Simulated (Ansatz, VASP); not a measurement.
**One calculation of Na3H2, two programs**

The input INCAR:

```
PREC = Accurate
ENCUT = 500
EDIFF = 1E-7
ISMEAR = 0
SIGMA = 0.1
LREAL = F
LASPH = T
NELM = 120
ALGO = Normal
ISIF = 3
LWAVE = F
LCHARG = F
GGA = PE
IBRION = 2
NSW = 90
EDIFFG = -0.04
GGA_COMPAT = F
NELMIN = 4
```

KPOINTS

```
Automatic mesh
0
Gamma
  6 6 6
```

The input POSCAR:

```
Na3H2
1.0
    1.6740748664      0.9665275748      7.7601861898
   -1.6740748664      0.9665275748      7.7601861898
    0.0000000000     -1.9330551495      7.7601861898
Na H
3 2
Direct
    0.0000000000      0.0000000000      0.0000000000
    0.2095000000      0.2095000000      0.2095000000
    0.7905000000      0.7905000000      0.7905000000
    0.4000000000      0.4000000000      0.4000000000
    0.6000000000      0.6000000000      0.6000000000
```

Input for Ansatz:

```yaml
crystal:
  lattice:
    - [1.6740748664, 0.9665275748, 7.7601861898]
    - [-1.6740748664, 0.9665275748, 7.7601861898]
    - [0.0, -1.9330551495, 7.7601861898]
  atoms:
    - { symbol: Na, position: [0.0, 0.0, 0.0] }
    - { symbol: Na, position: [0.2095, 0.2095, 0.2095] }
    - { symbol: Na, position: [0.7905, 0.7905, 0.7905] }
    - { symbol: H, position: [0.4, 0.4, 0.4] }
    - { symbol: H, position: [0.6, 0.6, 0.6] }
basis:
  ecutwfc: 420
kpoints:
  mp_grid: { grid: [6, 6, 6] }
hamiltonian:
  xc: pbe
scf:
  occupations: { method: gaussian, width: 0.1 }
  lower_state_search: "off"
output:
  forces: true
  stress: true
  eigenvalues: true
relax:
  adjacent_minimum: "off"
  f_tol: 0.04
  max_steps: 70
  cell: { stress_tol: 0.4 }
```

Alike in both runs: task relaxation of cell and atoms; functional PBE; k mesh 6 × 6 × 6; occupations gaussian, width 0.1 eV; no spin polarisation.

|  | VASP | Ansatz |
| --- | --- | --- |
| version | VASP 6.6.1 | Ansatz 0.2.0 |
| potentials or method | VASP PAW PBE potentials, release 64 (Na_pv, H), cutoff 500 eV | scalar-relativistic, plane waves, PAW |
| valence electrons in the cell | 23 | 29 |

|  | VASP | Ansatz | Ansatz less VASP |
| --- | --- | --- | --- |
| gap on the k mesh at the Fermi level, each at its own relaxed structure (eV) | none | none | - |
| relaxed volume (Å³/atom) | 18.04 | 18.17 | +0.122 |
| relaxed cell length with the largest relative difference (Å) | 9.113 | 9.135 | +0.0213 |

A gap of «none» marks a metal or a gap that the smearing closes. VASP's potentials hold 23 valence electrons a cell and Ansatz's 29, so a difference there can come from the potentials and not from the codes.

The k mesh is coarse, so the values compare programs but aren't converged. Noted on VASP's run: the volume moved by over 15 % at a fixed basis, so the end points are rough.
